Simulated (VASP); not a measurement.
Runs of VASP 6.6.1 on Mo. The structure is that of space group Im-3m (No. 229), or close to it. The cells are those of the table. 

```tsv
task	cell	k mesh	cutoff (eV)	gap on the mesh (eV)	pressure (GPa)	relaxed volume (Å³/atom)
relaxation of cell and atoms	relaxed from a = 2.711 Å, angles 109.5°, 1 atom	24 × 24 × 24	600	none	0.0	15.35
single point	a = 2.710 Å, angles 109.5°, 1 atom	18 × 18 × 18	520	none	0.5	-
single point	a = 2.712 Å, angles 109.5°, 1 atom	8 × 8 × 8	520	none	0.5	-
relaxation of cell and atoms	relaxed from a = 2.712 Å, angles 109.5°, 1 atom	18 × 18 × 18	600	none	0.0	15.35
single point	a = 2.710 Å, angles 109.5°, 1 atom	24 × 24 × 24	520	none	0.6	-
relaxation of cell and atoms	relaxed from a = 2.743 Å, angles 109.5°, 1 atom	8 × 8 × 8	600	none	-0.3	(a)
```

Alike in all rows: level PBEsol; potentials or basis VASP PAW PBE potentials, release 64 (Mo_sv); no spin polarisation; smearing gaussian 0.1 eV.

Q: Estimate the missing entries.

A: (a) 15.40.

Caveats: the PAW data sets were made with another functional, which shifts forces and pressure a little.

A k mesh can miss the band edges, and the runs leave out spin-orbit coupling on Mo.

A gap of «none» marks levels without a gap at the run's occupations.
